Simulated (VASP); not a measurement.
Ti3Si4Ni, 8 atoms in the cell. Symmetry: Cmm2, No. 35, orthorhombic system. The conventional cell has a = 6.469 Å, b = 6.997 Å, c = 5.021 Å, α = 90.00°, β = 90.00°, γ = 90.00°. Within 3.3 Å of Ti (site symmetry 2) lie 6 Si at 2.50 to 2.56 Å and 4 Ti at 2.85 to 3.23 Å and 2 Ni at 2.85 Å. Ti (site symmetry mm2) has 6 Si at 2.50 to 2.56 Å and 4 Ti at 2.85 Å and 2 Ni at 3.23 Å within 3.3 Å. Within 3.3 Å of Si (site symmetry 2) lie 4 Ti at 2.50 to 2.56 Å and 2 Ni at 2.56 Å and 6 Si at 2.86 to 3.23 Å. Within 3.3 Å of Si (site symmetry mm2) lie 6 Ti at 2.50 to 2.56 Å and 6 Si at 2.86 to 3.23 Å. Si (site symmetry mm2) has 2 Ni at 2.50 to 2.52 Å and 4 Ti at 2.56 Å and 6 Si at 2.86 to 3.23 Å within 3.3 Å. Within 3.3 Å of Ni (site symmetry mm2) lie 6 Si at 2.50 to 2.56 Å and 6 Ti at 2.85 to 3.23 Å. 

```yaml
Program: VASP 6.6.1
Task: single point
Functional: PBE
Potentials_or_basis: VASP PAW PBE potentials, release 64 (Ti_sv, Si, Ni)
Cutoff: 520 eV
k_mesh: 4 × 4 × 4
Occupations: gaussian, width 0.1 eV
Spin: collinear spin, ferromagnetic start
Starting_moments: "[0.0, 0.0, 0.0, 0.0, 0.0, 0.0, 0.0, 2.0] μB"
Dipole_correction: no
Further_INCAR_settings: ALGO = Normal; EDIFF = 1e-07; NBANDS = 45
```

Potentials or basis: VASP PAW PBE potentials, release 64 (Ti_sv, Si, Ni).

Command:

```console
$ cat potpaw_PBE.64/Ti_sv/POTCAR potpaw_PBE.64/Si/POTCAR potpaw_PBE.64/Ni/POTCAR > POTCAR
$ mpirun -np 1 vasp_std > vasp.out
```

Hardware: 1 thread of Intel(R) Xeon(R) 6975P-C (Granite Rapids), with other jobs on the host.

Problem. How long does it take, and how much memory?

Solution. Run time: 2.4 min on 1 thread of Intel(R) Xeon(R) 6975P-C (Granite Rapids), with other jobs on the host, peak memory 0.35 GiB. Counts: scf iterations 24, k points 21.
